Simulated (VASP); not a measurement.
# BaTiO3 (P4mm) in VASP: settings compared

The runs below take BaTiO3 through relaxation of cell and atoms, with PBE, PBEsol, r2SCAN.

Everything below comes from runs of VASP 6.6.1. Logs are shortened: lines on timing, memory, paths and dates and some standing lists are left out, and cuts for length are marked.

**1. The cell of the first run**

Symmetry: P4mm, No. 99, tetragonal system. The conventional cell has a = 3.990 Å, b = 3.990 Å, c = 4.103 Å, α = 90.00°, β = 90.00°, γ = 90.00°. Within 3.7 Å of Ba (site symmetry 4mm) lie 12 O at 2.81 to 2.92 Å and 8 Ti at 3.45 to 3.53 Å. Ti (site symmetry 4mm) has 6 O at 1.84 to 2.26 Å within 2.4 Å. O (site symmetry 2mm) has 2 Ti at 2.00 Å within 2.7 Å. Within 2.4 Å of O (site symmetry 4mm) lie 2 Ti at 1.84 to 2.26 Å.

**2. Relaxation of cell and atoms, PBE**

File INCAR:

```
ALGO = Normal
EDIFF = 1E-7
EDIFFG = -0.005
ENCUT = 600
GGA = PE
IBRION = 2
ISIF = 3
ISMEAR = -1
LASPH = True
LCHARG = False
LREAL = False
LWAVE = False
NELM = 100
NSW = 80
PREC = Accurate
SIGMA = 0.02
```

File KPOINTS:

```
k-points
0
Gamma
  6 6 6
```

File POSCAR:

```
BaTiO3
1.0
    3.9903792100      0.0000000000      0.0000000000
    0.0000000000      3.9903792100      0.0000000000
    0.0000000000      0.0000000000      4.1026553900
Ba Ti O
1 1 3
Direct
    0.5000000000      0.5000000000      0.5825414600
    0.0000000000      0.0000000000      0.1000427000
    0.0000000000      0.5000000000      0.0642205400
    0.5000000000      0.0000000000      0.0642205400
    0.0000000000      0.0000000000      0.5489717500
```

Potentials or basis: VASP PAW PBE potentials, release 64 (Ba_sv, Ti_sv, O).

Launch:

```console
cat potpaw_PBE.64/Ba_sv/POTCAR potpaw_PBE.64/Ti_sv/POTCAR potpaw_PBE.64/O/POTCAR > POTCAR
mpirun -np 1 vasp_std > vasp.out
```

OUTCAR:

```text
EDIFF = 1E-7
   EDIFFG = -0.005
   ENCUT = 600
   GGA = PE
   IBRION = 2
   ISIF = 3
   ISMEAR = -1
   LASPH = True
   LREAL = False
   NELM = 100
   NSW = 80
   PREC = Accurate

 ion  position               nearest neighbor table
   1  0.500  0.500  0.583-   3 2.81   4 2.81   4 2.81   3 2.81   5 2.82   5 2.82   5 2.82   5 2.82
                             3 2.92   4 2.92   3 2.92   4 2.92   2 3.45   2 3.45   2 3.45   2 3.45
   2  0.000  0.000  0.100-   5 1.84   4 2.00   3 2.00   3 2.00   4 2.00   5 2.26   1 3.45   1 3.45
                             1 3.45   1 3.45   1 3.53   1 3.53   1 3.53   1 3.53
   3  0.000  0.500  0.064-   2 2.00   2 2.00   1 2.81   1 2.81   1 2.92   1 2.92
   4  0.500  0.000  0.064-   2 2.00   2 2.00   1 2.81   1 2.81   1 2.92   1 2.92
   5  0.000  0.000  0.549-   2 1.84   2 2.26   1 2.82   1 2.82   1 2.82   1 2.82

  LATTYP: Found a simple tetragonal cell.
 ALAT       =     3.9903792100
 C/A-ratio  =     1.0281367194

  Lattice vectors:

 A1 = (   3.9903792100,   0.0000000000,   0.0000000000)
 A2 = (   0.0000000000,   3.9903792100,   0.0000000000)
 A3 = (   0.0000000000,   0.0000000000,   4.1026553900)

Analysis of symmetry for initial positions (statically):
=====================================================================
 Subroutine PRICEL returns:
 Original cell was already a primitive cell.

 Routine SETGRP: Setting up the symmetry group for a
 simple tetragonal supercell.

 Subroutine GETGRP returns: Found  8 space group operations
 (whereof  8 operations were pure point group operations)
 out of a pool of 16 trial point group operations.

The static configuration has the point symmetry C_4v.

Analysis of symmetry for dynamics (positions and initial velocities):
=====================================================================
 Subroutine PRICEL returns:
 Original cell was already a primitive cell.

 Routine SETGRP: Setting up the symmetry group for a
 simple tetragonal supercell.

 Subroutine GETGRP returns: Found  8 space group operations
 (whereof  8 operations were pure point group operations)
 out of a pool of 16 trial point group operations.

The dynamic configuration has the point symmetry C_4v.

 Subroutine INISYM returns: Found  8 space group operations
 (whereof  8 operations are pure point group operations),
 and found     1 'primitive' translations

----------------------------------------------------------------------------------------

                                     Primitive cell

  volume of cell :      65.3271

  direct lattice vectors                    reciprocal lattice vectors
     3.990379210  0.000000000  0.000000000     0.250602749  0.000000000  0.000000000
     0.000000000  3.990379210  0.000000000     0.000000000  0.250602749  0.000000000
     0.000000000  0.000000000  4.102655390     0.000000000  0.000000000  0.243744576

  length of vectors
     3.990379210  3.990379210  4.102655390     0.250602749  0.250602749  0.243744576

  position of ions in fractional coordinates (direct lattice)
     0.500000000  0.500000000  0.582541460
     0.000000000  0.000000000  0.100042700
     0.000000000  0.500000000  0.064220540
     0.500000000  0.000000000  0.064220540
     0.000000000  0.000000000  0.548971750

  ion indices of the primitive-cell ions
   primitive index   ion index
                 1           1
                 2           2
                 3           3
                 4           4
                 5           5

----------------------------------------------------------------------------------------

 KPOINTS: k-points

Automatic generation of k-mesh.
 Grid dimensions read from file:
 generate k-points for:    6    6    6

 Generating k-lattice:

  Cartesian coordinates                     Fractional coordinates (reciprocal lattice)
     0.041767125  0.000000000  0.000000000     0.166666667  0.000000000  0.000000000
     0.000000000  0.041767125  0.000000000     0.000000000  0.166666667  0.000000000
     0.000000000  0.000000000  0.040624096     0.000000000  0.000000000  0.166666667

  Length of vectors
     0.041767125  0.041767125  0.040624096

  Shift w.r.t. Gamma in fractional coordinates (k-lattice)
     0.000000000  0.000000000  0.000000000

 Subroutine IBZKPT returns following result:
 ===========================================

 Found     40 irreducible k-points:

 Following reciprocal coordinates:
            Coordinates               Weight
  0.000000  0.000000  0.000000      1.000000
  0.166667  0.000000  0.000000      4.000000
  0.333333  0.000000  0.000000      4.000000
  0.500000  0.000000  0.000000      2.000000
  0.166667  0.166667  0.000000      4.000000
  0.333333  0.166667  0.000000      8.000000
[... 16 lines left out ...]
  0.333333  0.000000  0.333333      8.000000
  0.500000  0.000000  0.333333      4.000000
 [... further k-points ...]
   k-points           NKPTS =     40   k-points in BZ     NKDIM =     40   number of bands    NBANDS=     24
   number of dos      NEDOS =    301   number of ions     NIONS =      5
   total plane-waves  NPLWV =  36864
   dimension x,y,z NGX =    32 NGY =   32 NGZ =   36
   dimension x,y,z NGXF=    64 NGYF=   64 NGZF=   72
   ions per type =               1   1   3
   NGX,Y,Z   is equivalent  to a cutoff of  13.33, 13.33, 14.59 a.u.
   NGXF,Y,Z  is equivalent  to a cutoff of  26.66, 26.66, 29.18 a.u.
 SYSTEM =  unknown system
   PREC   = accura    normal or accurate (medium, high low for compatibility)
   ISTART =      0    job   : 0-new  1-cont  2-samecut
   ICHARG =      2    charge: 1-file 2-atom 10-const
   ISPIN  =      1    spin polarized calculation?
   LNONCOLLINEAR =      F non collinear calculations
   LSORBIT =      F    spin-orbit coupling
   LASPH  =      T    aspherical Exc in radial PAW
   ENCUT  =  600.0 eV  44.10 Ry    6.64 a.u.   7.97  7.97  8.19*2*pi/ulx,y,z
   NELM   =    100;   NELMIN=  2; NELMDL= -5     # of ELM steps
   EDIFF  = 0.1E-06   stopping-criterion for ELM
   LREAL  =      F    real-space projection
   EDIFFG = -.5E-02   stopping-criterion for IOM
   NSW    =     80    number of steps for IOM
   IBRION =      2    ionic relax: 0-MD 1-quasi-New 2-CG
   NFREE  =      1    steps in history (QN), initial steepest desc. (CG)
   ISIF   =      3    stress and relaxation
   ISYM   =      2    0-nonsym 1-usesym 2-fastsym
   POTIM  = 0.5000    time-step for ionic-motion
   TEBEG  =    0.0;   TEEND  =   0.0 temperature during run
   PSTRESS=    0.0 pullay stress
   NELECT =      40.0000    total number of electrons
   NUPDOWN=      -1.0000    fix difference up-down
   EMIN   =  10.00;   EMAX   =-10.00  energy-range for DOS
   EFERMI =   0.00;   METHOD = LEGACY
   ISMEAR =    -1;   SIGMA  =   0.02  broadening in eV -4-tet -1-fermi 0-gaus
   EFERMI_NEDOS =   21; number of points for ismear=-14 and -15
   IALGO  =     38    algorithm
   IMIX   =      4    mixing-type and parameters
     AMIX     =   0.40;   BMIX     =  1.00
     AMIX_MAG =   1.60;   BMIX_MAG =  1.00
  volume/ion in A,a.u.               =      13.07        88.17
  Fermi-wavevector in a.u.,A,eV,Ry     =   1.390157  2.627015 26.293737  1.932535
  Thomas-Fermi vector in A             =   2.514119
   LORBIT       =      0    0 simple, 1 ext, 2 COOP (PROOUT), +10 PAW based schemes
   GGA     = PE    functional components
   LHFCALC =     F    Hartree Fock is set to
   AEXX    =    0.0000 exact exchange contribution
   IVDW    =     0    specifies the selected vdW correction
   LEPSILON=     F    determine dielectric tensor
   LRPA    =     F    only Hartree local field effects (RPA)
 conjugate gradient relaxation of ions
 non-spin polarized calculation
  energy-cutoff  :      600.00
  volume of cell :       65.33
 maximum number of plane-waves:      2224
 NGX is ok and might be reduce to    32
   NGX = 15   NGY = 15   NGZ = 17

--------------------------------------- Ionic step        1  -------------------------------------------

 number of electron      39.9999993 magnetization

 Free energy of the ion-electron system (eV)
  ---------------------------------------------------
  ext. energy  EPLUGINS =         0.00000000
  ---------------------------------------------------
  free energy    TOTEN  =       -40.02774054 eV

  energy without entropy =      -40.02774054  energy(sigma->0) =      -40.02774054

------------------------ aborting loop because EDIFF is reached ----------------------------------------

  FORCE on cell =-STRESS in cart. coord.  units (eV):
  Direction    XX          YY          ZZ          XY          YZ          ZX
  --------------------------------------------------------------------------------------
  -------------------------------------------------------------------------------------
  Total        1.1852347      1.1852347      1.2341249      0.0000000      0.0000000      0.0000000
  in kB       29.0684283     29.0684283     30.2674851      0.0000000      0.0000000      0.0000000
  external PRESSURE =      29.4681139 kB  Pullay stress =       0.0000000 kB
[... 98 lines left out ...]
  FREE ENERGIE OF THE ION-ELECTRON SYSTEM (eV)
  ---------------------------------------------------
  free  energy   TOTEN  =       -40.0387684998 eV

  energy  without entropy=      -40.0387684998  energy(sigma->0) =      -40.03876850

[... ionic steps 4 to 17 ...]

--------------------------------------- Ionic step       18  -------------------------------------------

 number of electron      39.9999992 magnetization

------------------------ aborting loop because EDIFF is reached ----------------------------------------

  FORCE on cell =-STRESS in cart. coord.  units (eV):
  Direction    XX          YY          ZZ          XY          YZ          ZX
  --------------------------------------------------------------------------------------
  -------------------------------------------------------------------------------------
  Total       -0.0077201     -0.0077201     -0.0258866      0.0000000     -0.0000000      0.0000000
  in kB       -0.1835052     -0.1835052     -0.6153194      0.0000000     -0.0000000      0.0000000
  external PRESSURE =      -0.3274432 kB  Pullay stress =       0.0000000 kB
[... 63 lines left out ...]
  energy  without entropy=      -40.0474377169  energy(sigma->0) =      -40.04743772

--------------------------------------- Ionic step       20  -------------------------------------------

 number of electron      39.9999991 magnetization

 Free energy of the ion-electron system (eV)
  ---------------------------------------------------
  ext. energy  EPLUGINS =         0.00000000
  ---------------------------------------------------
  free energy    TOTEN  =       -40.04744068 eV

  energy without entropy =      -40.04744068  energy(sigma->0) =      -40.04744068

 E-fermi :   4.1579     XC(G=0): -10.9698

 val. band max:        3.6819090777   @ k =   0.5000   0.5000   0.5000
 cond. band min:       5.4499431904   @ k =   0.0000   0.0000   0.0000
 fundamental gap:      1.7680341127
 Fermi energy:         4.1578706261

 k-point     1 :       0.0000    0.0000    0.0000
  band No.  band energies     occupation
      1     -53.0088      2.00000
      2     -29.3415      2.00000
      3     -29.2019      2.00000
      4     -29.2019      2.00000
      5     -21.5510      2.00000
      6     -13.3216      2.00000
[... 637 lines left out ...]
     23       7.2523      0.00000
     24       8.3476      0.00000

 [... further k-points ...]

------------------------ aborting loop because EDIFF is reached ----------------------------------------

  FORCE on cell =-STRESS in cart. coord.  units (eV):
  Direction    XX          YY          ZZ          XY          YZ          ZX
  --------------------------------------------------------------------------------------
  -------------------------------------------------------------------------------------
  Total        0.0091062      0.0091062      0.0019233      0.0000000     -0.0000000      0.0000000
  in kB        0.2164355      0.2164355      0.0457135      0.0000000     -0.0000000      0.0000000
  external PRESSURE =       0.1595281 kB  Pullay stress =       0.0000000 kB
[... 20 lines left out ...]
  FREE ENERGIE OF THE ION-ELECTRON SYSTEM (eV)
  ---------------------------------------------------
  free  energy   TOTEN  =       -40.0474406821 eV

  energy  without entropy=      -40.0474406821  energy(sigma->0) =      -40.04744068

 reached required accuracy - stopping structural energy minimisation
```

Run time: 5.2 min. Hardware: 1 thread of Intel Xeon 6975P-C (Granite Rapids), shared host; peak memory 0.26 GiB.

Results:

| Item | Value |
| --- | --- |
| Free energy | -40.0474 eV |
| Relaxed volume | 13.48 Å³/atom |
| Relaxed cell | a = 3.996 Å, b = 3.996 Å, c = 4.222 Å, α = 90.00°, β = 90.00°, γ = 90.00° |
| Space group after relaxing (to 0.05 Å) | P4mm (No. 99) |
| Energy gained by relaxing | 3.9 meV/atom |
| Ionic steps | 20 |
| Pressure after relaxing | 0.0 GPa |
| Band gap on the k mesh | 1.77 eV, indirect (least direct gap 2.34 eV) |

Step by step:
| step | energy change (eV) | largest force (eV/Å) | pressure (GPa) | volume (Å³) |
| --- | --- | --- | --- | --- |
| 1 | 0.0000 | 0.0563 | 2.95 | 65.33 |
| 2 | -0.0028 | 0.3540 | -2.46 | 67.63 |
| 3 | -0.0110 | 0.1916 | -0.04 | 66.54 |
| 4 | -0.0134 | 0.0815 | -0.01 | 66.69 |
| 5 | -0.0141 | 0.0610 | 0.04 | 66.81 |
| 6 | -0.0159 | 0.0643 | -0.01 | 66.94 |
| 7 | -0.0188 | 0.0794 | -0.08 | 67.32 |
| 8 | -0.0189 | 0.0844 | -0.08 | 67.41 |
| 9 | -0.0194 | 0.0401 | -0.02 | 67.32 |
| 10 | -0.0194 | 0.0406 | -0.02 | 67.33 |
| 11 | -0.0196 | 0.0156 | 0.18 | 67.26 |
| 12 | -0.0196 | 0.0139 | 0.17 | 67.27 |
| 13 | -0.0196 | 0.0188 | -0.16 | 67.42 |
| 14 | -0.0196 | 0.0126 | -0.02 | 67.35 |
| 15 | -0.0197 | 0.0052 | 0.00 | 67.35 |
| 16 | -0.0197 | 0.0087 | 0.02 | 67.36 |
| 17 | -0.0197 | 0.0136 | -0.01 | 67.38 |
| 18 | -0.0197 | 0.0174 | -0.03 | 67.40 |
| 19 | -0.0197 | 0.0096 | -0.01 | 67.41 |
| 20 | -0.0197 | 0.0011 | 0.02 | 67.41 |

Final structure:
```
CELL_PARAMETERS angstrom
3.99562 0.00000 0.00000
0.00000 3.99562 0.00000
0.00000 0.00000 4.22232
ATOMIC_POSITIONS crystal
Ba 0.50000 0.50000 0.59006
Ti 0.00000 0.00000 0.10887
O 0.00000 0.50000 0.06106
O 0.50000 0.00000 0.06106
O 0.00000 0.00000 0.53894
```

Levels at points of the mesh, in eV from the valence-band top:
| k point | band 16 | band 17 | band 18 | band 19 | band 20 | band 21 | band 22 | band 23 | band 24 |
| --- | --- | --- | --- | --- | --- | --- | --- | --- | --- |
| (0.00, 0.00, 0.00) | -1.74 | -1.32 | -0.96 | -0.57 | -0.57 | 1.77 | 2.41 | 2.41 | 3.94 |
| (0.50, 0.00, 0.00) | -1.97 | -1.97 | -1.71 | -1.60 | -1.36 | 2.48 | 3.38 | 3.48 | 4.01 |
| (0.50, 0.50, 0.00) | -2.98 | -2.06 | -1.18 | -1.18 | -0.06 | 3.52 | 3.52 | 3.85 | 4.01 |
| (0.00, 0.00, 0.50) | -2.18 | -2.07 | -1.98 | -0.74 | -0.74 | 1.89 | 3.38 | 3.38 | 3.94 |
| (0.50, 0.00, 0.50) | -2.59 | -1.87 | -1.20 | -1.11 | -0.54 | 3.39 | 3.42 | 3.65 | 4.70 |
| (0.50, 0.50, 0.50) | -2.65 | -2.65 | -0.48 | -0.48 | 0.00 | 3.89 | 3.89 | 4.01 | 5.86 |

Caveat: spin-orbit coupling is left out, which moves the levels of the heavy elements. A k mesh can miss the band edges.

(Part 1 of 2 ends here.)
